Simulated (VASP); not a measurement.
Runs of VASP 6.6.1 on KF. The structure is that of space group Fm-3m (No. 225), or close to it. The cells are those of the table. 

```csv
cell,gap on the mesh (eV),pressure (GPa)
"a = 3.793 Å, angles 61.4°, 2 atoms",5.92,0.0
"a = 3.772 Å, angles 60.7°, 2 atoms",6.10,1.0
"a = 3.855 Å, angles 57.9°, 2 atoms",(c),1.0
"a = 3.854 Å, angles 59.3°, 2 atoms",5.94,0.0
"a = 3.774 Å, angles 62.1°, 2 atoms",5.91,0.0
"a = 3.813 Å, angles 60.7°, 2 atoms",5.93,0.0
"a = 3.918 Å, angles 57.9°, 2 atoms",(b),(a)
"a = 3.734 Å, angles 62.1°, 2 atoms",6.07,1.0
```

Alike in all rows: task single point; level PBE; potentials or basis VASP PAW PBE potentials, release 64 (K_sv, F); no spin polarisation; k mesh 8 × 8 × 8; cutoff (eV) 520; smearing gaussian 0.05 eV.

Question: Estimate the missing entries.

Answer: (a) -0.5; (b) 5.84; (c) 6.08.

A k mesh can miss the band edges.
